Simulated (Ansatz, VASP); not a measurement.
# Two plane-wave programs on PbS

INCAR

```
PREC = Accurate
ENCUT = 520
EDIFF = 1E-6
ISMEAR = 0
SIGMA = 0.05
LREAL = F
LASPH = T
NELM = 100
ALGO = Normal
ISIF = 2
LWAVE = F
LCHARG = T
LDIPOL = T
IDIPOL = 3
DIPOL = 0.5 0.5 0.500
GGA = PS
LELF = T
LVHAR = T
LVACPOTAV = T
NBANDS = 61
```

KPOINTS

```
Automatic mesh
0
Gamma
  1 1 1
```

The input POSCAR:

```
PbS
1.0
    4.1743810409      0.0000000000      0.0000000000
    0.0000000000      5.9034662825      0.0000000000
    0.0000000000      0.0000000000     23.3487620817
Pb S
5 5
Direct
    0.5000000000      0.0000000000      0.3212161730
    0.0000000000      0.5000000000      0.4106080865
    0.5000000000      0.0000000000      0.5000000000
    0.0000000000      0.5000000000      0.5893919135
    0.5000000000      0.0000000000      0.6787838270
    0.5000000000      0.5000000000      0.3212161730
    0.0000000000      0.0000000000      0.4106080865
    0.5000000000      0.5000000000      0.5000000000
    0.0000000000      0.0000000000      0.5893919135
    0.5000000000      0.5000000000      0.6787838270
```

Input for Ansatz:

```yaml
crystal:
  lattice:
    - [4.1743810409, 0.0, 0.0]
    - [0.0, 5.9034662825, 0.0]
    - [0.0, 0.0, 23.3487620817]
  atoms:
    - { symbol: Pb, position: [0.5, 0.0, 0.321216173] }
    - { symbol: S, position: [0.5, 0.5, 0.321216173] }
    - { symbol: Pb, position: [0.0, 0.5, 0.4106080865] }
    - { symbol: S, position: [0.0, 0.0, 0.4106080865] }
    - { symbol: Pb, position: [0.5, 0.0, 0.5] }
    - { symbol: S, position: [0.5, 0.5, 0.5] }
    - { symbol: Pb, position: [0.0, 0.5, 0.5893919135] }
    - { symbol: S, position: [0.0, 0.0, 0.5893919135] }
    - { symbol: Pb, position: [0.5, 0.0, 0.678783827] }
    - { symbol: S, position: [0.5, 0.5, 0.678783827] }
basis:
  ecutwfc: 420
kpoints:
  mp_grid: { grid: [1, 1, 1] }
hamiltonian:
  xc: pbesol
scf:
  occupations: { method: gaussian, width: 0.05 }
output:
  forces: true
  stress: true
  eigenvalues: true
efield:
  axis: 3
  dipole_correction: true
  ramp_width: 0.04
```

Alike in both runs: task single point; functional PBEsol; k mesh 1 × 1 × 1; occupations gaussian, width 0.05 eV; no spin polarisation.

|  | VASP | Ansatz |
| --- | --- | --- |
| version | VASP 6.6.1 | Ansatz 0.2.0 |
| potentials or method | VASP PAW PBE potentials, release 64 (Pb_d, S), cutoff 520 eV | scalar-relativistic, plane waves, PAW |
| valence electrons in the cell | 100 | 100 |

|  | VASP | Ansatz | Ansatz less VASP |
| --- | --- | --- | --- |
| gap on the k mesh at the Fermi level (eV) | 1.97 | 1.97 | 0.000 |
| least direct gap on the mesh (eV) | 1.97 | 1.97 | 0.000 |
| rms of the force components (eV/Å) | 0.201 | 0.201 | -0.0004 |

VASP's potentials were made for PBE, not for PBEsol. With one functional, cell and mesh, what is left measures potentials, basis and numerics.

Spin-orbit coupling is off throughout.
